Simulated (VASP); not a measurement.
Here is a VASP 6.6.1 calculation.

The input INCAR:

```
ALGO     = Normal         # electronic algorithm
EDIFF    = 1E-7           # SCF threshold, eV
ENCUT    = 520            # plane-wave cutoff, eV
GGA      = PE             # functional
ISIF     = 2              # what is computed and relaxed
ISMEAR   = -1             # smearing method
LASPH    = T              # aspherical terms in the spheres
LCHARG   = F              # write CHGCAR
LREAL    = F              # projectors in reciprocal space
LWAVE    = F              # write WAVECAR
NBANDS   = 11             # bands
NELM     = 60             # most SCF steps
PREC     = Accurate       # precision mode
SIGMA    = 0.03           # smearing width, eV
```

The input KPOINTS:

```
k-points
0
Gamma
  10 10 10
```

The input POSCAR:

```
BeS
1.0
    0.0000000000      2.2511705843      2.2511705843
    2.2511705843      0.0000000000      2.2511705843
    2.2511705843      2.2511705843      0.0000000000
Be S
1 1
Direct
    0.0000000000      0.0000000000      0.0000000000
    0.2500000000      0.2500000000      0.2500000000
```

Potentials or basis: VASP PAW PBE potentials, release 64 (Be, S).

Command:

```sh
$ cat potpaw_PBE.64/Be/POTCAR potpaw_PBE.64/S/POTCAR > POTCAR
$ mpirun -np 1 vasp_std > vasp.out
```

Q: Predict the band gap on the k mesh.

A: 2.49 eV, indirect (least direct gap 5.46 eV).

Q: Estimate the pressure.

A: 34.7 GPa.

 A k mesh can miss the band edges.
